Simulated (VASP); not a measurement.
# Zn (P6_3/mmc) in VASP: a series of runs, part 2 of 2

VASP 6.6.1.

### 3 Single point, PBEsol

This run uses another cell than the first one, of 14.14 Å³/atom, 1.173 times its volume.

Contents of INCAR:

```
SYSTEM = Zn
PREC = Accurate ; ENCUT = 520
EDIFF = 1E-6 ; ISMEAR = 0
SIGMA = 0.1 ; LREAL = .FALSE.
LASPH = .TRUE. ; NELM = 60
ALGO = Normal ; ISIF = 2
LWAVE = .FALSE. ; LCHARG = .FALSE.
GGA = PS ; NBANDS = 19
```

Contents of KPOINTS:

```
Automatic mesh
0
G
  7 7 4
  0 0 0
```

Contents of POSCAR:

```
Zn
1.0
    2.6523219200      0.0000000000      0.0000000000
   -1.3261609600      2.2969781617      0.0000000000
    0.0000000000      0.0000000000      4.6423675532
Zn
2
Direct
    0.3333333333      0.6666666667      0.2500000000
    0.6666666667      0.3333333333      0.7500000000
```

Potentials or basis: VASP PAW PBE potentials, release 64 (Zn).

On the command line:

```bash
cat potpaw_PBE.64/Zn/POTCAR > POTCAR
mpirun -np 1 vasp_std > vasp.out
```

OUTCAR:

```text
SYSTEM = Zn
   PREC = Accurate
   ENCUT = 520
   EDIFF = 1E-6
   ISMEAR = 0
   LREAL = .FALSE.
   LASPH = .TRUE.
   NELM = 60
   ISIF = 2
   GGA = PS

 ion  position               nearest neighbor table
   1  0.333  0.667  0.250-   2 2.78   2 2.78   2 2.78   2 2.78   2 2.78   2 2.78
   2  0.667  0.333  0.750-   1 2.78   1 2.78   1 2.78   1 2.78   1 2.78   1 2.78

  LATTYP: Found a hexagonal cell.
 ALAT       =     2.6523219200
 C/A-ratio  =     1.7503032035

  Lattice vectors:

 A1 = (   2.6523219200,   0.0000000000,   0.0000000000)
 A2 = (  -1.3261609600,   2.2969781617,   0.0000000000)
 A3 = (   0.0000000000,   0.0000000000,   4.6423675532)

Analysis of symmetry for initial positions (statically):
=====================================================================
 Subroutine PRICEL returns:
 Original cell was already a primitive cell.

 Routine SETGRP: Setting up the symmetry group for a
 hexagonal supercell.

 Subroutine GETGRP returns: Found 24 space group operations
 (whereof 12 operations were pure point group operations)
 out of a pool of 24 trial point group operations.

The static configuration has the point symmetry D_3d.
 The point group associated with its full space group is D_6h.

Analysis of symmetry for dynamics (positions and initial velocities):
=====================================================================
 Subroutine PRICEL returns:
 Original cell was already a primitive cell.

 Routine SETGRP: Setting up the symmetry group for a
 hexagonal supercell.

 Subroutine GETGRP returns: Found 24 space group operations
 (whereof 12 operations were pure point group operations)
 out of a pool of 24 trial point group operations.

The dynamic configuration has the point symmetry D_3d.
 The point group associated with its full space group is D_6h.

 Subroutine INISYM returns: Found 24 space group operations
 (whereof 12 operations are pure point group operations),
 and found     1 'primitive' translations

----------------------------------------------------------------------------------------

                                     Primitive cell

  volume of cell :      28.2828

  direct lattice vectors                    reciprocal lattice vectors
     2.652321920  0.000000000  0.000000000     0.377028140  0.217677298  0.000000000
    -1.326160960  2.296978162  0.000000000     0.000000000  0.435354596  0.000000000
     0.000000000  0.000000000  4.642367553     0.000000000  0.000000000  0.215407330

  length of vectors
     2.652321920  2.652321920  4.642367553     0.435354596  0.435354596  0.215407330

  position of ions in fractional coordinates (direct lattice)
     0.333333333  0.666666667  0.250000000
     0.666666667  0.333333333  0.750000000

  ion indices of the primitive-cell ions
   primitive index   ion index
                 1           1
                 2           2

----------------------------------------------------------------------------------------

 KPOINTS: Automatic mesh

Automatic generation of k-mesh.
 Grid dimensions read from file:
 generate k-points for:    7    7    4

 Generating k-lattice:

  Cartesian coordinates                     Fractional coordinates (reciprocal lattice)
     0.053861163  0.031096757  0.000000000     0.142857143  0.000000000  0.000000000
     0.000000000  0.062193514  0.000000000     0.000000000  0.142857143  0.000000000
     0.000000000  0.000000000  0.053851833     0.000000000  0.000000000  0.250000000

  Length of vectors
     0.062193514  0.062193514  0.053851833

  Shift w.r.t. Gamma in fractional coordinates (k-lattice)
     0.000000000  0.000000000  0.000000000

 Subroutine IBZKPT returns following result:
 ===========================================

 Found     24 irreducible k-points:

 Following reciprocal coordinates:
            Coordinates               Weight
  0.000000  0.000000  0.000000      1.000000
  0.142857 -0.000000  0.000000      6.000000
  0.285714 -0.000000  0.000000      6.000000
  0.428571  0.000000  0.000000      6.000000
  0.142857  0.142857  0.000000      6.000000
  0.285714  0.142857  0.000000     12.000000
[... 16 lines left out ...]
  0.428571  0.142857  0.500000      6.000000
  0.285714  0.285714  0.500000      6.000000
   k-points           NKPTS =     24   k-points in BZ     NKDIM =     24   number of bands    NBANDS=     19
   number of dos      NEDOS =    301   number of ions     NIONS =      2
   total plane-waves  NPLWV =  14400
   dimension x,y,z NGX =    20 NGY =   20 NGZ =   36
   dimension x,y,z NGXF=    40 NGYF=   40 NGZF=   72
   ions per type =               2
   NGX,Y,Z   is equivalent  to a cutoff of  12.54, 12.54, 12.89 a.u.
   NGXF,Y,Z  is equivalent  to a cutoff of  25.07, 25.07, 25.78 a.u.
 SYSTEM =  Zn
   PREC   = accura    normal or accurate (medium, high low for compatibility)
   ISTART =      0    job   : 0-new  1-cont  2-samecut
   ICHARG =      2    charge: 1-file 2-atom 10-const
   ISPIN  =      1    spin polarized calculation?
   LNONCOLLINEAR =      F non collinear calculations
   LSORBIT =      F    spin-orbit coupling
   LASPH  =      T    aspherical Exc in radial PAW
   ENCUT  =  520.0 eV  38.22 Ry    6.18 a.u.   4.93  4.93  8.63*2*pi/ulx,y,z
   NELM   =     60;   NELMIN=  2; NELMDL= -5     # of ELM steps
   EDIFF  = 0.1E-05   stopping-criterion for ELM
   LREAL  =      F    real-space projection
   EDIFFG = 0.1E-04   stopping-criterion for IOM
   NSW    =      0    number of steps for IOM
   IBRION =     -1    ionic relax: 0-MD 1-quasi-New 2-CG
   NFREE  =      0    steps in history (QN), initial steepest desc. (CG)
   ISIF   =      2    stress and relaxation
   ISYM   =      2    0-nonsym 1-usesym 2-fastsym
   POTIM  = 0.5000    time-step for ionic-motion
   TEBEG  =    0.0;   TEEND  =   0.0 temperature during run
   PSTRESS=    0.0 pullay stress
   NELECT =      24.0000    total number of electrons
   NUPDOWN=      -1.0000    fix difference up-down
   EMIN   =  10.00;   EMAX   =-10.00  energy-range for DOS
   EFERMI =   0.00;   METHOD = LEGACY
   ISMEAR =     0;   SIGMA  =   0.10  broadening in eV -4-tet -1-fermi 0-gaus
   EFERMI_NEDOS =   21; number of points for ismear=-14 and -15
   IALGO  =     38    algorithm
   IMIX   =      4    mixing-type and parameters
     AMIX     =   0.40;   BMIX     =  1.00
     AMIX_MAG =   1.60;   BMIX_MAG =  1.00
  volume/ion in A,a.u.               =      14.14        95.43
  Fermi-wavevector in a.u.,A,eV,Ry     =   1.549902  2.928891 32.683883  2.402198
  Thomas-Fermi vector in A             =   2.654643
   LORBIT       =      0    0 simple, 1 ext, 2 COOP (PROOUT), +10 PAW based schemes
   GGA     = PS    functional components
   LHFCALC =     F    Hartree Fock is set to
   AEXX    =    0.0000 exact exchange contribution
   IVDW    =     0    specifies the selected vdW correction
   LEPSILON=     F    determine dielectric tensor
   LRPA    =     F    only Hartree local field effects (RPA)
 non-spin polarized calculation
 Gauss-broadening in eV      SIGMA  =   0.10
  energy-cutoff  :      520.00
  volume of cell :       28.28
 maximum number of plane-waves:       781
 NGX is ok and might be reduce to    20
   NGX =  9   NGY =  9   NGZ = 17

 number of electron      23.9999983 magnetization

 Free energy of the ion-electron system (eV)
  ---------------------------------------------------
  ext. energy  EPLUGINS =         0.00000000
  ---------------------------------------------------
  free energy    TOTEN  =        -3.22508238 eV

  energy without entropy =       -3.22151581  energy(sigma->0) =       -3.22329909

 E-fermi :   3.9281     XC(G=0): -12.0959

 val. band max:        3.8595717831   @ k =   0.4286   0.1429   0.5000
 cond. band min:       4.0293455559   @ k =   0.4286   0.0000   0.2500
 fundamental gap:      0.1697737727
 Fermi energy:         3.9281002240

 k-point     1 :       0.0000    0.0000    0.0000
  band No.  band energies     occupation
      1      -7.5264      2.00000
      2      -5.3223      2.00000
      3      -4.4931      2.00000
      4      -4.3311      2.00000
      5      -4.3311      2.00000
      6      -4.2547      2.00000
[... 11 lines left out ...]
     18      22.3913      0.00000
     19      22.3913      0.00000
[... 485 lines left out ...]
 k-point    24 :       0.2857    0.2857    0.5000
  band No.  band energies     occupation
      1      -4.7656      2.00000
      2      -4.7656      2.00000
      3      -4.5246      2.00000
      4      -4.5246      2.00000
      5      -4.2988      2.00000
      6      -4.2988      2.00000
[... 11 lines left out ...]
     18      15.8903      0.00000
     19      20.2407      0.00000

------------------------ aborting loop because EDIFF is reached ----------------------------------------

  FORCE on cell =-STRESS in cart. coord.  units (eV):
  Direction    XX          YY          ZZ          XY          YZ          ZX
  --------------------------------------------------------------------------------------
  -------------------------------------------------------------------------------------
  Total        0.1250938      0.1250938      0.0931701      0.0000000      0.0000000      0.0000000
  in kB        7.0863683      7.0863683      5.2779412      0.0000000      0.0000000      0.0000000
  external PRESSURE =       6.4835593 kB  Pullay stress =       0.0000000 kB

 VOLUME and BASIS-vectors are now :
 -----------------------------------------------------------------------------
  energy-cutoff  :      520.00
  volume of cell :       28.28
      direct lattice vectors                 reciprocal lattice vectors
     2.652321920  0.000000000  0.000000000     0.377028140  0.217677298  0.000000000
    -1.326160960  2.296978162  0.000000000     0.000000000  0.435354596  0.000000000
     0.000000000  0.000000000  4.642367553     0.000000000  0.000000000  0.215407330

 POSITION                                       TOTAL-FORCE (eV/Angst)
 -----------------------------------------------------------------------------------
     -0.00000      1.53132      1.16059        -0.000000      0.000000      0.000000
      1.32616      0.76566      3.48178         0.000000     -0.000000      0.000000
 -----------------------------------------------------------------------------------
    total drift:                               -0.000000      0.000000      0.000000

  FREE ENERGIE OF THE ION-ELECTRON SYSTEM (eV)
  ---------------------------------------------------
  free  energy   TOTEN  =        -3.2250823774 eV

  energy  without entropy=       -3.2215158120  energy(sigma->0) =       -3.22329909
```

OSZICAR:

```text
N       E                     dE             d eps       ncg     rms          rms(c)
DAV:   1     0.110421760715E+03    0.11042E+03   -0.12564E+04   968   0.205E+03
DAV:   2     0.154380216609E+01   -0.10888E+03   -0.10570E+03   912   0.296E+02
DAV:   3    -0.351620074072E+01   -0.50600E+01   -0.50343E+01  1024   0.702E+01
DAV:   4    -0.354578389121E+01   -0.29583E-01   -0.29571E-01  1027   0.540E+00
DAV:   5    -0.354581901202E+01   -0.35121E-04   -0.35121E-04  1005   0.168E-01    0.482E+00
DAV:   6    -0.324745443719E+01    0.29836E+00   -0.11484E+00  1017   0.234E+01    0.346E+00
DAV:   7    -0.323238129116E+01    0.15073E-01   -0.42412E-02  1145   0.359E+00    0.180E+00
DAV:   8    -0.322512375380E+01    0.72575E-02   -0.18260E-03  1275   0.606E-01    0.521E-02
DAV:   9    -0.322507828082E+01    0.45473E-04   -0.17842E-04  1276   0.184E-01    0.308E-02
DAV:  10    -0.322508259585E+01   -0.43150E-05   -0.18435E-05   975   0.356E-02    0.340E-03
DAV:  11    -0.322508237744E+01    0.21841E-06   -0.76735E-07   559   0.148E-02
   1 F= -.32250824E+01 E0= -.32232991E+01  d E =-.356657E-02
```

Run time: 8 s. Hardware: 1 thread of Intel Xeon Platinum 8488C (Sapphire Rapids), shared host; peak memory 0.14 GiB.

Results:

```yaml
Free_energy: -3.2251 eV
Pressure: 0.6 GPa
Band_gap_on_the_k_mesh: zero (band 12 reaches 4.52 eV, above the bottom of band 13 at 1.23 eV)
```

Caveat: the k points lie up to 0.39 Å⁻¹ apart; the PAW data sets were made with another functional, which shifts forces and pressure a little.

### 4 Relaxation of cell and atoms, PBEsol

This run uses another cell than the first one, of 15.36 Å³/atom, 1.274 times its volume.

Contents of INCAR:

```
SYSTEM = Zn
PREC = Accurate
ENCUT = 600
EDIFF = 1E-6
ISMEAR = 0
SIGMA = 0.1
LREAL = .FALSE.
LASPH = .TRUE.
NELM = 60
ALGO = Normal
ISIF = 3
LWAVE = .FALSE.
LCHARG = .FALSE.
GGA = PS
IBRION = 2
NSW = 60
EDIFFG = -0.02
```

Contents of KPOINTS:

```
regular mesh
0
G
  7 7 4
  0 0 0
```

Contents of POSCAR:

```
Zn
1.0
    2.7900000000      0.0000000000      0.0000000000
   -1.3950000000      2.4162108766      0.0000000000
    0.0000000000      0.0000000000      4.5560700000
Zn
2
Direct
    0.3333333333      0.6666666667      0.2500000000
    0.6666666667      0.3333333333      0.7500000000
```

On the command line:

```bash
cat potpaw_PBE.64/Zn/POTCAR > POTCAR
mpirun -np 1 vasp_std > vasp.out
```

Run time: 32 s. Hardware: 1 thread of Intel Xeon Platinum 8488C (Sapphire Rapids), shared host; peak memory 0.16 GiB.

It converged, with:

| Quantity | Value |
| --- | --- |
| Free energy | -3.2260 eV |
| Relaxed volume | 14.21 Å³/atom |
| Relaxed cell | a = 2.657 Å, b = 2.657 Å, c = 4.648 Å, α = 90.00°, β = 90.00°, γ = 120.00° |
| Space group after relaxing (to 0.05 Å) | P6_3/mmc (No. 194) |
| Energy gained by relaxing | 52.3 meV/atom |
| Ionic steps | 5 |
| Pressure after relaxing | 0.0 GPa |
| Band gap on the k mesh | zero (band 12 reaches 4.47 eV, above the bottom of band 13 at 1.20 eV) |

Step by step:
```csv
step,energy change (eV),largest force (eV/Å),pressure (GPa),volume (Å³)
1,0.0000,0.0000,-5.72,30.71
2,-0.0999,0.0000,-0.03,28.32
3,-0.1009,0.0000,1.38,28.05
4,-0.1009,0.0000,1.05,28.10
5,-0.1045,0.0000,0.03,28.41
```

Final structure:
```
Zn
1.0
     2.65688    0.00000    0.00000
    -1.32844    2.30092    0.00000
     0.00000    0.00000    4.64791
Zn
2
Direct
  0.33333 0.66667 0.25000
  0.66667 0.33333 0.75000
```

Levels at points of the mesh, in eV from the Fermi level:
```tsv
k point	band 9	band 10	band 11	band 12	band 13	band 14	band 15	band 16
(0.00, 0.00, 0.00)	-7.88	-7.57	-7.57	-4.12	-2.68	15.98	16.61	16.61
(0.00, 0.00, 0.50)	-7.68	-7.68	-7.68	-7.68	5.60	5.60	18.13	18.13
```

Caveat: the k points lie up to 0.39 Å⁻¹ apart in the final cell; the PAW data sets were made with another functional, which shifts forces and pressure a little.

### 5 Summary

| task | cell | cutoff (eV) | gap on the mesh (eV) | pressure (GPa) |
| --- | --- | --- | --- | --- |
| single point | a = 2.519, b = 2.519, c = 4.390 Å, angles 90.0, 90.0, 120.0°, 2 atoms | 520 | none | 21.0 |
| single point | a = 2.652, b = 2.652, c = 4.642 Å, angles 90.0, 90.0, 120.0°, 2 atoms | 520 | none | 0.6 |
| relaxation of cell and atoms | relaxed from a = 2.790, b = 2.790, c = 4.556 Å, angles 90.0, 90.0, 120.0°, 2 atoms | 600 | none | 0.0 |

Alike in all rows: level PBEsol; potentials or basis VASP PAW PBE potentials, release 64 (Zn); no spin polarisation; k mesh 7 × 7 × 4; smearing gaussian 0.1 eV.

Caveats: all runs use coarse meshes; the PAW data sets were made with another functional, which shifts forces and pressure a little.

Absolute energies hang on the potentials; compare differences alone.
